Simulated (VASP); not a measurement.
**V: single point with PBEsol**

Crystal: V.

```
CELL_PARAMETERS angstrom
-1.44922 1.44922 1.44922
1.44922 -1.44922 1.44922
1.44922 1.44922 -1.44922
ATOMIC_POSITIONS crystal
V 0.00000 0.00000 0.00000
```

This cell differs from its parent crystal: volume scaled by 0.94.

```yaml
Program: VASP 6.6.1
Task: single point
Functional: PBEsol
Potentials_or_basis: VASP PAW PBE potentials, release 64 (V_sv)
Cutoff: 520 eV
k_mesh: 20 × 20 × 20
Occupations: gaussian, width 0.1 eV
Spin: no spin polarisation
```

```yaml
Pressure: 14.0 GPa
```

Levels at points of the mesh, in eV from the Fermi level:
```tsv
k point	band 2	band 3	band 4	band 5	band 6	band 7	band 8	band 9	band 10	band 11
(0.00, 0.00, 0.00)	-36.58	-36.58	-36.58	-6.79	0.43	0.43	0.43	2.70	2.70	21.28
(0.50, 0.00, 0.00)	-37.83	-36.96	-36.59	-3.55	-1.35	2.06	2.74	3.14	4.72	11.51
(0.50, 0.50, 0.50)	-37.42	-37.42	-37.42	-3.51	-3.51	4.26	4.26	4.26	11.18	11.18
```

Wall time 16 s on 1 thread of Intel(R) Xeon(R) 6975P-C (Granite Rapids) (shared host), peak memory 0.15 GiB.

Caveat: the PAW data sets were made with another functional, which shifts forces and pressure a little.
